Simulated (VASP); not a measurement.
# TeOs (F-43m) in VASP: notebook

Runs on TeOs. Level: r2SCAN. Tasks: single point.

All numbers are computed with VASP 6.6.1; they aren't measurements. Logs are shortened: lines on timing, memory, paths and dates and some standing lists are left out, and cuts for length are marked.

### Step 1. The cell of the first run

The structure is cubic, space group F-43m (No. 216). The conventional cell has a = 5.821 Å, b = 5.821 Å, c = 5.821 Å, α = 90.00°, β = 90.00°, γ = 90.00°. Within 3.3 Å of Os (site symmetry -43m) lie 4 Te at 2.52 Å. Within 3.3 Å of Te (site symmetry -43m) lie 4 Os at 2.52 Å.

### Step 2. Single point, r2SCAN, collinear spin (24.65 Å³/atom)

Input file POSCAR:

```
TeOs
1.0
    0.0000000000      2.9103518998      2.9103518998
    2.9103518998      0.0000000000      2.9103518998
    2.9103518998      2.9103518998      0.0000000000
Os Te
1 1
Direct
    0.0000000000      0.0000000000      0.0000000000
    0.2500000000      0.2500000000      0.2500000000
```

Input file INCAR.step1:

```
ALGO = Normal
EDIFF = 1E-4
ENCUT = 520
GGA = PE
ISMEAR = 0
ISPIN = 2
LASPH = T
LCHARG = F
LMAXMIX = 4
LREAL = F
LWAVE = T
MAGMOM = 0.05 0
NBANDS = 18
NELM = 150
PREC = Accurate
SIGMA = 0.05
```

Input file INCAR.step2:

```
ALGO = Normal
EDIFF = 1E-6
ENCUT = 520
ISIF = 2
ISMEAR = 0
ISPIN = 2
ISTART = 1
LASPH = T
LCHARG = F
LMAXMIX = 4
LMIXTAU = T
LORBIT = 11
LREAL = F
LWAVE = F
MAGMOM = 0.05 0
METAGGA = R2SCAN
NBANDS = 18
NELM = 150
PREC = Accurate
SIGMA = 0.05
```

Input file KPOINTS:

```
k-points
0
Gamma
  10 10 10
```

Potentials or basis: VASP PAW PBE potentials, release 64 (Os, Te).

Launch:

```
cat potpaw_PBE.64/Os/POTCAR potpaw_PBE.64/Te/POTCAR > POTCAR
cp INCAR.step1 INCAR
mpirun -np 1 vasp_std > vasp.out
cp INCAR.step2 INCAR
mpirun -np 1 vasp_std > vasp.out
```

OUTCAR:

```text
EDIFF = 1E-6
   ENCUT = 520
   ISIF = 2
   ISMEAR = 0
   ISPIN = 2
   ISTART = 1
   LASPH = T
   LORBIT = 11
   LREAL = F
   METAGGA = R2SCAN
   NELM = 150
   PREC = Accurate

 ion  position               nearest neighbor table
   1  0.000  0.000  0.000-   2 2.52   2 2.52   2 2.52   2 2.52
   2  0.250  0.250  0.250-   1 2.52   1 2.52   1 2.52   1 2.52

  LATTYP: Found a face centered cubic cell.
 ALAT       =     5.8207037996

  Lattice vectors:

 A1 = (   0.0000000000,   2.9103518998,   2.9103518998)
 A2 = (   2.9103518998,   0.0000000000,   2.9103518998)
 A3 = (   2.9103518998,   2.9103518998,   0.0000000000)

Analysis of symmetry for initial positions (statically):
=====================================================================
 Subroutine PRICEL returns:
 Original cell was already a primitive cell.

 Routine SETGRP: Setting up the symmetry group for a
 face centered cubic supercell.

 Subroutine GETGRP returns: Found 24 space group operations
 (whereof 24 operations were pure point group operations)
 out of a pool of 48 trial point group operations.

The static configuration has the point symmetry T_d .

Analysis of symmetry for dynamics (positions and initial velocities):
=====================================================================
 Subroutine PRICEL returns:
 Original cell was already a primitive cell.

 Routine SETGRP: Setting up the symmetry group for a
 face centered cubic supercell.

 Subroutine GETGRP returns: Found 24 space group operations
 (whereof 24 operations were pure point group operations)
 out of a pool of 48 trial point group operations.

The dynamic configuration has the point symmetry T_d .

Analysis of structural, dynamic, and magnetic symmetry:
=====================================================================
 Subroutine PRICEL returns:
 Original cell was already a primitive cell.

 Routine SETGRP: Setting up the symmetry group for a
 face centered cubic supercell.

 Subroutine GETGRP returns: Found 24 space group operations
 (whereof 24 operations were pure point group operations)
 out of a pool of 48 trial point group operations.

The overall configuration has the point symmetry T_d .

 Subroutine INISYM returns: Found 24 space group operations
 (whereof 24 operations are pure point group operations),
 and found     1 'primitive' translations

----------------------------------------------------------------------------------------

                                     Primitive cell

  volume of cell :      49.3022

  direct lattice vectors                    reciprocal lattice vectors
     0.000000000  2.910351900  2.910351900    -0.171800530  0.171800530  0.171800530
     2.910351900  0.000000000  2.910351900     0.171800530 -0.171800530  0.171800530
     2.910351900  2.910351900  0.000000000     0.171800530  0.171800530 -0.171800530

  length of vectors
     4.115859128  4.115859128  4.115859128     0.297567247  0.297567247  0.297567247

  position of ions in fractional coordinates (direct lattice)
     0.000000000  0.000000000  0.000000000
     0.250000000  0.250000000  0.250000000

  ion indices of the primitive-cell ions
   primitive index   ion index
                 1           1
                 2           2

----------------------------------------------------------------------------------------

 KPOINTS: k-points

Automatic generation of k-mesh.
 Grid dimensions read from file:
 generate k-points for:   10   10   10

 Generating k-lattice:

  Cartesian coordinates                     Fractional coordinates (reciprocal lattice)
    -0.017180053  0.017180053  0.017180053     0.100000000  0.000000000  0.000000000
     0.017180053 -0.017180053  0.017180053     0.000000000  0.100000000  0.000000000
     0.017180053  0.017180053 -0.017180053     0.000000000  0.000000000  0.100000000

  Length of vectors
     0.029756725  0.029756725  0.029756725

  Shift w.r.t. Gamma in fractional coordinates (k-lattice)
     0.000000000  0.000000000  0.000000000

 Subroutine IBZKPT returns following result:
 ===========================================

 Found     47 irreducible k-points:

 Following reciprocal coordinates:
            Coordinates               Weight
  0.000000  0.000000  0.000000      1.000000
  0.100000  0.000000  0.000000      8.000000
  0.200000  0.000000  0.000000      8.000000
  0.300000  0.000000  0.000000      8.000000
  0.400000  0.000000  0.000000      8.000000
  0.500000  0.000000  0.000000      4.000000
[... 16 lines left out ...]
  0.300000  0.300000  0.000000      6.000000
  0.400000  0.300000  0.000000     24.000000
 [... further k-points ...]
   k-points           NKPTS =     47   k-points in BZ     NKDIM =     47   number of bands    NBANDS=     18
   number of dos      NEDOS =    301   number of ions     NIONS =      2
   total plane-waves  NPLWV =  32768
   dimension x,y,z NGX =    32 NGY =   32 NGZ =   32
   dimension x,y,z NGXF=    64 NGYF=   64 NGZF=   64
   ions per type =               1   1
   NGX,Y,Z   is equivalent  to a cutoff of  12.93, 12.93, 12.93 a.u.
   NGXF,Y,Z  is equivalent  to a cutoff of  25.85, 25.85, 25.85 a.u.
 SYSTEM =  unknown system
   PREC   = accura    normal or accurate (medium, high low for compatibility)
   ISTART =      1    job   : 0-new  1-cont  2-samecut
   ICHARG =      0    charge: 1-file 2-atom 10-const
   ISPIN  =      2    spin polarized calculation?
   LNONCOLLINEAR =      F non collinear calculations
   LSORBIT =      F    spin-orbit coupling
   LASPH  =      T    aspherical Exc in radial PAW
   ENCUT  =  520.0 eV  38.22 Ry    6.18 a.u.   7.65  7.65  7.65*2*pi/ulx,y,z
   NELM   =    150;   NELMIN=  2; NELMDL=  0     # of ELM steps
   EDIFF  = 0.1E-05   stopping-criterion for ELM
   LREAL  =      F    real-space projection
   EDIFFG = 0.1E-04   stopping-criterion for IOM
   NSW    =      0    number of steps for IOM
   IBRION =     -1    ionic relax: 0-MD 1-quasi-New 2-CG
   NFREE  =      0    steps in history (QN), initial steepest desc. (CG)
   ISIF   =      2    stress and relaxation
   ISYM   =      2    0-nonsym 1-usesym 2-fastsym
   POTIM  = 0.5000    time-step for ionic-motion
   TEBEG  =    0.0;   TEEND  =   0.0 temperature during run
   PSTRESS=    0.0 pullay stress
   NELECT =      14.0000    total number of electrons
   NUPDOWN=      -1.0000    fix difference up-down
   EMIN   =  10.00;   EMAX   =-10.00  energy-range for DOS
   EFERMI =   0.00;   METHOD = LEGACY
   ISMEAR =     0;   SIGMA  =   0.05  broadening in eV -4-tet -1-fermi 0-gaus
   EFERMI_NEDOS =   21; number of points for ismear=-14 and -15
   IALGO  =     38    algorithm
   IMIX   =      4    mixing-type and parameters
     AMIX     =   0.40;   BMIX     =  1.00
     AMIX_MAG =   1.60;   BMIX_MAG =  1.00
  volume/ion in A,a.u.               =      24.65       166.35
  Fermi-wavevector in a.u.,A,eV,Ry     =   1.076041  2.033422 15.753689  1.157863
  Thomas-Fermi vector in A             =   2.211914
   LORBIT       =     11    0 simple, 1 ext, 2 COOP (PROOUT), +10 PAW based schemes
   METAGGA = R2SCAN    functional components
   LHFCALC =     F    Hartree Fock is set to
   AEXX    =    0.0000 exact exchange contribution
   IVDW    =     0    specifies the selected vdW correction
   LEPSILON=     F    determine dielectric tensor
   LRPA    =     F    only Hartree local field effects (RPA)
 spin polarized calculation
 Gauss-broadening in eV      SIGMA  =   0.05
  energy-cutoff  :      520.00
  volume of cell :       49.30
 maximum number of plane-waves:      1363
   NGX = 15   NGY = 15   NGZ = 15

 number of electron      14.0000000 magnetization       0.0002405

 Free energy of the ion-electron system (eV)
  ---------------------------------------------------
  ext. energy  EPLUGINS =         0.00000000
  ---------------------------------------------------
  free energy    TOTEN  =       -76.83738455 eV

  energy without entropy =      -76.83484020  energy(sigma->0) =      -76.83611237

 E-fermi :   6.4236     XC(G=0): -11.0194

 val. band max:        6.3991839509   @ k =   0.5000   0.4000   0.0000
 cond. band min:       6.4338768129   @ k =  -0.4000   0.4000   0.0000
 fundamental gap:      0.0346928620
 Fermi energy:         6.4236179649

 spin component 1

 k-point     1 :       0.0000    0.0000    0.0000
  band No.  band energies     occupation
      1      -7.6287      1.00000
      2       1.3842      1.00000
      3       1.3842      1.00000
      4       1.3842      1.00000
      5       4.6488      1.00000
      6       4.6488      1.00000
[... 10 lines left out ...]
     17      18.4907      0.00000
     18      19.9932      0.00000
[... 463 lines left out ...]
 k-point    24 :       0.4000    0.3000    0.0000
  band No.  band energies     occupation
      1      -6.4295      1.00000
      2      -0.0049      1.00000
      3       2.0393      1.00000
      4       2.1376      1.00000
      5       4.0799      1.00000
      6       5.0076      1.00000
[... 10 lines left out ...]
     17      22.0901      0.00000
     18      22.7420      0.00000

 [... further k-points ...]

 spin component 2

 k-point     1 :       0.0000    0.0000    0.0000
  band No.  band energies     occupation
      1      -7.6287      1.00000
      2       1.3843      1.00000
      3       1.3843      1.00000
      4       1.3843      1.00000
      5       4.6488      1.00000
      6       4.6488      1.00000
[... 10 lines left out ...]
     17      18.4907      0.00000
     18      19.9932      0.00000
[... 463 lines left out ...]
 k-point    24 :       0.4000    0.3000    0.0000
  band No.  band energies     occupation
      1      -6.4295      1.00000
      2      -0.0049      1.00000
      3       2.0394      1.00000
      4       2.1376      1.00000
      5       4.0800      1.00000
      6       5.0077      1.00000
[... 10 lines left out ...]
     17      22.0902      0.00000
     18      22.7420      0.00000

 [... further k-points ...]
[... 5 lines left out ...]
  --------------------------------------------------------------------------------------
  -------------------------------------------------------------------------------------
  Total        0.8362299      0.8362299      0.8362299      0.0000000     -0.0000000      0.0000000
  in kB       27.1750130     27.1750130     27.1750130      0.0000000     -0.0000000      0.0000000
  external PRESSURE =      27.1750130 kB  Pullay stress =       0.0000000 kB

 VOLUME and BASIS-vectors are now :
 -----------------------------------------------------------------------------
  energy-cutoff  :      520.00
  volume of cell :       49.30
      direct lattice vectors                 reciprocal lattice vectors
     0.000000000  2.910351900  2.910351900    -0.171800530  0.171800530  0.171800530
     2.910351900  0.000000000  2.910351900     0.171800530 -0.171800530  0.171800530
     2.910351900  2.910351900  0.000000000     0.171800530  0.171800530 -0.171800530

 POSITION                                       TOTAL-FORCE (eV/Angst)
 -----------------------------------------------------------------------------------
      0.00000      0.00000      0.00000         0.000000      0.000000     -0.000000
      1.45518      1.45518      1.45518        -0.000000     -0.000000      0.000000
 -----------------------------------------------------------------------------------
    total drift:                                0.000000      0.000000     -0.000000

  FREE ENERGIE OF THE ION-ELECTRON SYSTEM (eV)
  ---------------------------------------------------
  free  energy   TOTEN  =       -76.8373845456 eV

  energy  without entropy=      -76.8348401961  energy(sigma->0) =      -76.83611237

 total charge

# of ion       s       p       d       tot
------------------------------------------
    1        0.613   0.432   6.337   7.383
    2        1.329   2.005   0.191   3.525
--------------------------------------------------
tot          1.942   2.437   6.529  10.907

 magnetization (x)

# of ion       s       p       d       tot
------------------------------------------
    1        0.000   0.000   0.000   0.000
    2        0.000  -0.000  -0.000  -0.000
--------------------------------------------------
tot          0.000  -0.000   0.000   0.000
```

Run time: 2.8 min. Hardware: 1 thread of AMD EPYC 9R45 (Zen 5), shared host; peak memory 0.23 GiB.

Results:

| Property | Result |
| --- | --- |
| Free energy | -76.8374 eV |
| Pressure | 2.7 GPa |
| Band gap on the k mesh | zero (filled and empty bands overlap) |
| Net moment | 0.00 μB per cell |
| Valence electrons inside the program's atomic spheres | Os 7.38; Te 3.52 |

Levels at points of the mesh, in eV from the Fermi level:
Spin up:
```tsv
k point	band 3	band 4	band 5	band 6	band 7	band 8	band 9	band 10	band 11	band 12
(0.00, 0.00, 0.00)	-5.04	-5.04	-1.77	-1.77	2.81	4.60	4.60	4.60	6.42	6.42
(0.50, 0.00, 0.00)	-4.69	-4.69	-1.54	-1.54	-1.34	1.96	1.96	3.98	8.20	8.20
(0.50, 0.50, 0.00)	-3.90	-3.90	-2.10	-1.60	-1.30	-0.32	-0.32	5.88	5.90	11.42
```
Spin down:
| k point | band 3 | band 4 | band 5 | band 6 | band 7 | band 8 | band 9 | band 10 | band 11 | band 12 |
| --- | --- | --- | --- | --- | --- | --- | --- | --- | --- | --- |
| (0.00, 0.00, 0.00) | -5.04 | -5.04 | -1.77 | -1.77 | 2.81 | 4.60 | 4.60 | 4.60 | 6.42 | 6.42 |
| (0.50, 0.00, 0.00) | -4.69 | -4.69 | -1.54 | -1.54 | -1.34 | 1.96 | 1.96 | 3.98 | 8.20 | 8.20 |
| (0.50, 0.50, 0.00) | -3.90 | -3.90 | -2.10 | -1.60 | -1.30 | -0.32 | -0.32 | 5.88 | 5.90 | 11.42 |

Caveat: the PAW data sets were made with another functional, which shifts forces and pressure a little; spin-orbit coupling is left out, which moves the levels of the heavy elements.

### Step 3. Single point, r2SCAN, collinear spin (25.15 Å³/atom)

This run uses another cell than the first one, of 25.15 Å³/atom.

Input file POSCAR:

```
TeOs
1.0
    0.0000000000      2.9300170362      2.9300170362
    2.9300170362      0.0000000000      2.9300170362
    2.9300170362      2.9300170362      0.0000000000
Os Te
1 1
Direct
    0.0000000000      0.0000000000      0.0000000000
    0.2500000000      0.2500000000      0.2500000000
```

INCAR.step1, as its differences from that of step 2:

```diff
@@ -6,7 +6,7 @@
 ISPIN = 2
-LASPH = T
-LCHARG = F
+LASPH = True
+LCHARG = False
 LMAXMIX = 4
-LREAL = F
-LWAVE = T
+LREAL = False
+LWAVE = True
 MAGMOM = 0.05 0
```

Input file INCAR.step2:

```
ALGO = Normal
EDIFF = 1E-6
ENCUT = 520
ISIF = 2
ISMEAR = 0
ISPIN = 2
ISTART = 1
LASPH = True
LCHARG = True
LELF = True
LMAXMIX = 4
LMIXTAU = True
LORBIT = 11
LREAL = False
LVHAR = True
LWAVE = False
MAGMOM = 0.05 0
METAGGA = R2SCAN
NBANDS = 18
NELM = 150
PREC = Accurate
SIGMA = 0.05
```

KPOINTS is that of step 2.

Potentials or basis: VASP PAW PBE potentials, release 64 (Os, Te).

Launch:

```
cat potpaw_PBE.64/Os/POTCAR potpaw_PBE.64/Te/POTCAR > POTCAR
cp INCAR.step1 INCAR
mpirun -np 1 vasp_std > vasp.out
cp INCAR.step2 INCAR
mpirun -np 1 vasp_std > vasp.out
```

Wall time 2.9 min (1 thread of AMD EPYC 9R45 (Zen 5), shared host); peak memory 0.23 GiB.

It converged, with:

```yaml
Free_energy: -76.8460 eV
Pressure: 0.0 GPa
Band_gap_on_the_k_mesh: zero (filled and empty bands overlap)
Net_moment: 0.00 μB per cell
Valence_electrons_inside_the_program's_atomic_spheres: Os 7.33; Te 3.50
```

Levels at points of the mesh, in eV from the Fermi level:
Spin up:
```
           k point  band 3  band 4  band 5  band 6  band 7  band 8  band 9  band 10  band 11  band 12
(0.00, 0.00, 0.00)   -4.95   -4.95   -1.73   -1.73    2.70    4.47    4.47     4.47     6.34     6.34
(0.50, 0.00, 0.00)   -4.61   -4.61   -1.50   -1.50   -1.30    1.91    1.91     3.90     8.09     8.09
(0.50, 0.50, 0.00)   -3.86   -3.86   -2.02   -1.58   -1.27   -0.30   -0.30     5.75     5.81    11.35
```
Spin down:
```csv
k point,band 5,band 6,band 7,band 8,band 9,band 10
"(0.00, 0.00, 0.00)",-1.73,-1.73,2.70,4.47,4.47,4.47
"(0.50, 0.00, 0.00)",-1.50,-1.50,-1.30,1.91,1.91,3.90
"(0.50, 0.50, 0.00)",-2.02,-1.58,-1.27,-0.30,-0.30,5.75
```

Caveat: the PAW data sets were made with another functional, which shifts forces and pressure a little; spin-orbit coupling is left out, which moves the levels of the heavy elements.

The gap in the log of VASP goes by the Fermi energy; the results here count the filled bands.